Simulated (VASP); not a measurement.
Input of a VASP 6.6.1 run:

The input INCAR:

```
PREC = Accurate
ENCUT = 520
EDIFF = 1E-6
ISMEAR = 0
SIGMA = 0.1
LREAL = F
LASPH = T
NELM = 80
ALGO = Normal
ISIF = 2
LWAVE = F
LCHARG = F
GGA = PE
NBANDS = 30
```

Contents of KPOINTS:

```
regular mesh
0
Gamma
  12 12 6
```

File POSCAR:

```
Ga2SeS2
1.0
    4.4888517579      0.0000000000      0.0000000000
   -2.2444258789      3.8874596561      0.0000000000
    0.0000000000      0.0000000000      7.5488680241
Ga Se S
2 1 2
Direct
    0.0000000000      0.0000000000      0.6855904508
    0.0000000000      0.0000000000      0.3144095492
    0.0000000000      0.0000000000      0.0000000000
    0.3333333333      0.6666666667      0.5000000000
    0.6666666667      0.3333333333      0.5000000000
```

Potentials or basis: VASP PAW PBE potentials, release 64 (Ga_d, Se, S).

The run is started by

```bash
$ cat potpaw_PBE.64/Ga_d/POTCAR potpaw_PBE.64/Se/POTCAR potpaw_PBE.64/S/POTCAR > POTCAR
$ mpirun -np 1 vasp_std > vasp.out
```

Question: Estimate the band gap on the k mesh.

Answer: Zero (band 22 reaches 2.66 eV, above the bottom of band 23 at 1.43 eV).

Question: What does it give for the pressure?

Answer: 0.0 GPa.

Stress tensor (GPa, compression positive):
```
-0.01  0.00  0.00
 0.00 -0.01  0.00
 0.00  0.00  0.10
```
